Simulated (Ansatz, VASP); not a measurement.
# One calculation of Zr2B3, two programs

```
CELL_PARAMETERS angstrom
3.57055 0.00000 0.00000
-1.78527 3.09219 0.00000
0.00000 0.00000 6.58659
ATOMIC_POSITIONS crystal
Zr 0.00000 0.00000 0.24897
Zr 0.00000 0.00000 0.75103
B 0.50000 0.00000 0.50000
B 0.00000 0.50000 0.50000
B 0.50000 0.50000 0.50000
```

Alike in both runs: functional PBE; k mesh 6 × 6 × 4; occupations gaussian, width 0.1 eV; no spin polarisation.

Ansatz relaxed the structure, and its values are those at the end. VASP's run is a single point on that final structure, the one shown.

```csv
,VASP,Ansatz
version,VASP 6.6.1,Ansatz 0.2.0
potentials or method,"VASP PAW PBE potentials, release 64 (Zr_sv, B), cutoff 520 eV","scalar-relativistic, plane waves, PAW"
valence electrons in the cell,33,33
```

```csv
,VASP,Ansatz,Ansatz less VASP
gap on the k mesh at the Fermi level (eV),none,none,-
pressure (GPa),0.4,0.3,-0.08
rms of the force components (eV/Å),0.000,0.007,+0.0071
```

A gap of «none» marks a metal or a gap that the smearing closes. The functional is the same, so the differences come from potentials, cutoffs and numerics.
